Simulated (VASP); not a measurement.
# SiNi (P-1) in VASP: single point with LDA

Aim: the single point of SiNi with LDA.

All numbers are computed with VASP 6.6.1; they aren't measurements. Logs are shortened: lines on timing, memory, paths and dates and some standing lists are left out, and cuts for length are marked.

### 1 The cell of the first run

The typed cell holds 4 atoms: a = 3.027 Å, b = 3.274 Å, c = 4.698 Å, α = 91.14°, β = 91.14°, γ = 91.14°.

### 2 Single point, LDA, collinear spin, ferromagnetic start (equal xy, yz and zx shear strains of -2 %)

The input, INCAR:

```
PREC     = Accurate       # precision mode
ENCUT    = 520            # plane-wave cutoff, eV
EDIFF    = 1E-7           # SCF threshold, eV
ISMEAR   = -1             # smearing method
SIGMA    = 0.05           # smearing width, eV
LREAL    = False          # projectors in reciprocal space
LASPH    = True           # aspherical terms in the spheres
NELM     = 150            # most SCF steps
ALGO     = Normal         # electronic algorithm
ISIF     = 2              # what is computed and relaxed
LWAVE    = False          # write WAVECAR
LCHARG   = False          # write CHGCAR
ISPIN    = 2              # spin polarisation
MAGMOM   = 0 0 1.5 1.5    # initial moments
LORBIT   = 11             # projections on sites
LMAXMIX  = 4              # l up to which the mixer works
GGA      = CA             # functional
NBANDS   = 26             # bands
```

The input, KPOINTS:

```
regular mesh
0
Gamma
  11 10 7
```

The input, POSCAR:

```
SiNi
1.0
    3.0266200000     -0.0302662000     -0.0302662000
   -0.0327350000      3.2735000000     -0.0327350000
   -0.0469776000     -0.0469776000      4.6977600000
Si Ni
2 2
Direct
    0.5000000000      0.5000000000      0.8423000000
    0.0000000000      0.0000000000      0.1577000000
    0.5000000000      0.5000000000      0.3442200000
    0.0000000000      0.0000000000      0.6557800000
```

Potentials or basis: VASP PAW LDA potentials, release 64 (Si, Ni).

Command:

```sh
$ cat potpaw_LDA.64/Si/POTCAR potpaw_LDA.64/Ni/POTCAR > POTCAR
$ mpirun -np 1 vasp_std > vasp.out
```

OUTCAR:

```text
PREC = Accurate
   ENCUT = 520
   EDIFF = 1E-7
   ISMEAR = -1
   LREAL = False
   LASPH = True
   NELM = 150
   ISIF = 2
   ISPIN = 2
   LORBIT = 11
   GGA = CA

 ion  position               nearest neighbor table
   1  0.500  0.500  0.842-   3 2.34   4 2.35   3 2.36   4 2.40   4 2.42   4 2.42   2 2.62   2 2.69
                             2 2.69   2 2.70
   2  0.000  0.000  0.158-   4 2.34   3 2.35   4 2.36   3 2.40   3 2.42   3 2.42   1 2.62   1 2.69
                             1 2.69   1 2.70
   3  0.500  0.500  0.344-   1 2.34   2 2.35   1 2.36   2 2.40   2 2.42   2 2.42   4 2.61   4 2.68
                             4 2.68   4 2.69
   4  0.000  0.000  0.656-   2 2.34   1 2.35   2 2.36   1 2.40   1 2.42   1 2.42   3 2.61   3 2.68
                             3 2.68   3 2.69

  LATTYP: Found a triclinic cell.
 ALAT       =     4.4142815979
 B/A-ratio  =     0.6857112714
 C/A-ratio  =     1.3092875102
 COS(alpha) =     0.0049034739
 COS(beta)  =     0.4354610345
 COS(gamma) =     0.6709554985

  Lattice vectors:

 A1 = (   2.9938850000,   3.2432338000,  -0.0630012000)
 A2 = (   3.0266200000,  -0.0302662000,  -0.0302662000)
 A3 = (   0.0142426000,   3.3204776000,  -4.7304950000)

Analysis of symmetry for initial positions (statically):
=====================================================================
 Subroutine PRICEL returns:
 Original cell was already a primitive cell.

 Routine SETGRP: Setting up the symmetry group for a
 triclinic supercell.

 Subroutine GETGRP returns: Found  2 space group operations
 (whereof  1 operations were pure point group operations)
 out of a pool of  2 trial point group operations.

The static configuration has the point symmetry C_1 .
 The point group associated with its full space group is S_2 .

Analysis of symmetry for dynamics (positions and initial velocities):
=====================================================================
 Subroutine PRICEL returns:
 Original cell was already a primitive cell.

 Routine SETGRP: Setting up the symmetry group for a
 triclinic supercell.

 Subroutine GETGRP returns: Found  2 space group operations
 (whereof  1 operations were pure point group operations)
 out of a pool of  2 trial point group operations.

The dynamic configuration has the point symmetry C_1 .
 The point group associated with its full space group is S_2 .

Analysis of structural, dynamic, and magnetic symmetry:
=====================================================================
 Subroutine PRICEL returns:
 Original cell was already a primitive cell.

 Routine SETGRP: Setting up the symmetry group for a
 triclinic supercell.

 Subroutine GETGRP returns: Found  2 space group operations
 (whereof  1 operations were pure point group operations)
 out of a pool of  2 trial point group operations.

The overall configuration has the point symmetry C_1 .
 The point group associated with its full space group is S_2 .

 Subroutine INISYM returns: Found  2 space group operations
 (whereof  1 operations are pure point group operations),
 and found     1 'primitive' translations

----------------------------------------------------------------------------------------

                                     Primitive cell

  volume of cell :      46.5297

  direct lattice vectors                    reciprocal lattice vectors
     3.026620000 -0.030266200 -0.030266200     0.330468331  0.003338064  0.003338064
    -0.032735000  3.273500000 -0.032735000     0.003086315  0.305545154  0.003086315
    -0.046977600 -0.046977600  4.697760000     0.002150610  0.002150610  0.212910421

  length of vectors
     3.026922647  3.273827334  4.698229753     0.330502047  0.305576327  0.212932144

  position of ions in fractional coordinates (direct lattice)
     0.500000000  0.500000000  0.842300000
     0.000000000  1.000000000  0.157700000
     0.500000000  0.500000000  0.344220000
     0.000000000  1.000000000  0.655780000

  ion indices of the primitive-cell ions
   primitive index   ion index
                 1           1
                 2           2
                 3           3
                 4           4

----------------------------------------------------------------------------------------
[... 28 lines left out ...]
  0.090909 -0.000000  0.000000      2.000000
  0.181818 -0.000000 -0.000000      2.000000
  0.272727 -0.000000  0.000000      2.000000
  0.363636 -0.000000  0.000000      2.000000
  0.454545 -0.000000  0.000000      2.000000
[... 16 lines left out ...]
  0.454545  0.200000 -0.000000      2.000000
 -0.454545  0.200000 -0.000000      2.000000
 [... further k-points ...]
   k-points           NKPTS =    386   k-points in BZ     NKDIM =    386   number of bands    NBANDS=     26
   number of dos      NEDOS =    301   number of ions     NIONS =      4
   total plane-waves  NPLWV =  20736
   dimension x,y,z NGX =    24 NGY =   24 NGZ =   36
   dimension x,y,z NGXF=    48 NGYF=   48 NGZF=   72
   ions per type =               2   2
   NGX,Y,Z   is equivalent  to a cutoff of  13.18, 12.19, 12.74 a.u.
   NGXF,Y,Z  is equivalent  to a cutoff of  26.36, 24.37, 25.48 a.u.
 SYSTEM =  unknown system
   PREC   = accura    normal or accurate (medium, high low for compatibility)
   ISTART =      0    job   : 0-new  1-cont  2-samecut
   ICHARG =      2    charge: 1-file 2-atom 10-const
   ISPIN  =      2    spin polarized calculation?
   LNONCOLLINEAR =      F non collinear calculations
   LSORBIT =      F    spin-orbit coupling
   LASPH  =      T    aspherical Exc in radial PAW
   ENCUT  =  520.0 eV  38.22 Ry    6.18 a.u.   5.63  6.09  8.74*2*pi/ulx,y,z
   NELM   =    150;   NELMIN=  2; NELMDL= -5     # of ELM steps
   EDIFF  = 0.1E-06   stopping-criterion for ELM
   LREAL  =      F    real-space projection
   EDIFFG = 0.1E-05   stopping-criterion for IOM
   NSW    =      0    number of steps for IOM
   IBRION =     -1    ionic relax: 0-MD 1-quasi-New 2-CG
   NFREE  =      0    steps in history (QN), initial steepest desc. (CG)
   ISIF   =      2    stress and relaxation
   ISYM   =      2    0-nonsym 1-usesym 2-fastsym
   POTIM  = 0.5000    time-step for ionic-motion
   TEBEG  =    0.0;   TEEND  =   0.0 temperature during run
   PSTRESS=    0.0 pullay stress
   NELECT =      28.0000    total number of electrons
   NUPDOWN=      -1.0000    fix difference up-down
   EMIN   =  10.00;   EMAX   =-10.00  energy-range for DOS
   EFERMI =   0.00;   METHOD = LEGACY
   ISMEAR =    -1;   SIGMA  =   0.05  broadening in eV -4-tet -1-fermi 0-gaus
   EFERMI_NEDOS =   21; number of points for ismear=-14 and -15
   IALGO  =     38    algorithm
   IMIX   =      4    mixing-type and parameters
     AMIX     =   0.40;   BMIX     =  1.00
     AMIX_MAG =   1.60;   BMIX_MAG =  1.00
  volume/ion in A,a.u.               =      11.63        78.50
  Fermi-wavevector in a.u.,A,eV,Ry     =   1.382136  2.611859 25.991220  1.910301
  Thomas-Fermi vector in A             =   2.506856
   LORBIT       =     11    0 simple, 1 ext, 2 COOP (PROOUT), +10 PAW based schemes
   GGA     = CA    functional components
   LHFCALC =     F    Hartree Fock is set to
   AEXX    =    0.0000 exact exchange contribution
   IVDW    =     0    specifies the selected vdW correction
   LEPSILON=     F    determine dielectric tensor
   LRPA    =     F    only Hartree local field effects (RPA)
 spin polarized calculation
  energy-cutoff  :      520.00
  volume of cell :       46.53
 maximum number of plane-waves:      1272
   NGX = 11   NGY = 13   NGZ = 17

 number of electron      28.0000012 magnetization      -0.0001815

 number of electron      28.0000012 magnetization       0.0000219

 Free energy of the ion-electron system (eV)
  ---------------------------------------------------
  ext. energy  EPLUGINS =         0.00000000
  ---------------------------------------------------
  free energy    TOTEN  =       -27.21935045 eV

  energy without entropy =      -27.20813385  energy(sigma->0) =      -27.21374215

 E-fermi :  11.0891     XC(G=0): -12.6565

 val. band max:       11.0862648142   @ k =  -0.4545   0.3000   0.4286
 cond. band min:      11.0905261986   @ k =  -0.0000  -0.1000   0.2857
 fundamental gap:      0.0042613844
 Fermi energy:        11.0890832509

 spin component 1

 k-point     1 :       0.0000    0.0000    0.0000
  band No.  band energies     occupation
      1      -2.6390      1.00000
      2       3.0713      1.00000
      3       4.7235      1.00000
      4       7.0055      1.00000
      5       7.5616      1.00000
      6       8.1154      1.00000
[... 685 lines left out ...]
     25      25.3960      0.00000
     26      25.9438      0.00000

 [... further k-points ...]

 spin component 2

 k-point     1 :       0.0000    0.0000    0.0000
  band No.  band energies     occupation
      1      -2.6390      1.00000
      2       3.0713      1.00000
      3       4.7235      1.00000
      4       7.0055      1.00000
      5       7.5616      1.00000
      6       8.1154      1.00000
[... 685 lines left out ...]
     25      25.3960      0.00000
     26      25.9438      0.00000

 [... further k-points ...]

------------------------ aborting loop because EDIFF is reached ----------------------------------------

  FORCE on cell =-STRESS in cart. coord.  units (eV):
  Direction    XX          YY          ZZ          XY          YZ          ZX
  --------------------------------------------------------------------------------------
  -------------------------------------------------------------------------------------
  Total       -2.4832032     -2.6536843     -2.9771685      0.6553455      0.7069543      0.7194481
  in kB      -85.5052846    -91.3755390   -102.5142177     22.5658156     24.3428835     24.7730883
  external PRESSURE =     -93.1316805 kB  Pullay stress =       0.0000000 kB

 VOLUME and BASIS-vectors are now :
 -----------------------------------------------------------------------------
  energy-cutoff  :      520.00
  volume of cell :       46.53
      direct lattice vectors                 reciprocal lattice vectors
     3.026620000 -0.030266200 -0.030266200     0.330468331  0.003338064  0.003338064
    -0.032735000  3.273500000 -0.032735000     0.003086315  0.305545154  0.003086315
    -0.046977600 -0.046977600  4.697760000     0.002150610  0.002150610  0.212910421

 POSITION                                       TOTAL-FORCE (eV/Angst)
 -----------------------------------------------------------------------------------
      1.45737      1.58205      3.92542        -0.000263      0.007554     -0.168631
     -0.00741     -0.00741      0.74084         0.000263     -0.007554      0.168631
      1.48077      1.60545      1.58556         0.053030      0.024794     -0.164253
     -0.03081     -0.03081      3.08070        -0.053030     -0.024794      0.164253
 -----------------------------------------------------------------------------------
    total drift:                                0.000000      0.000000      0.000000

  FREE ENERGIE OF THE ION-ELECTRON SYSTEM (eV)
  ---------------------------------------------------
  free  energy   TOTEN  =       -27.2193504519 eV

  energy  without entropy=      -27.2081338509  energy(sigma->0) =      -27.21374215

 total charge

# of ion       s       p       d       tot
------------------------------------------
    1        0.757   0.856   0.000   1.613
    2        0.757   0.856   0.000   1.613
    3        0.479   0.598   8.480   9.557
    4        0.479   0.598   8.480   9.557
--------------------------------------------------
tot          2.471   2.909  16.961  22.341

 magnetization (x)

# of ion       s       p       d       tot
------------------------------------------
    1        0.000   0.000   0.000   0.000
    2        0.000   0.000   0.000   0.000
    3        0.000   0.000  -0.000  -0.000
    4        0.000   0.000  -0.000  -0.000
--------------------------------------------------
tot          0.000   0.000  -0.000  -0.000
```

Wall time 19 min (1 thread of Oxide Virtual Turin-like, shared host); peak memory 0.63 GiB.

What came out:

```
Free energy                                           : -27.2194 eV
Pressure                                              : -9.3 GPa
Largest force                                         : 0.174 eV/Å
Band gap on the k mesh                                : zero (filled and empty bands overlap)
Net moment                                            : 0.00 μB per cell
Valence electrons inside the program's atomic spheres : Si 1.61; Ni 9.56
```

Forces in eV/Å, atoms in the order of the input:
```
Si   0.000  0.008 -0.169
Si   0.000 -0.008  0.169
Ni   0.053  0.025 -0.164
Ni  -0.053 -0.025  0.164
```

Stress tensor (GPa, compression positive):
```
 -8.55   2.26   2.48
  2.26  -9.14   2.43
  2.48   2.43 -10.25
```

Caveat: the cell differs from its parent crystal (equal xy, yz and zx shear strains of -2 %); the cell stands under tension.
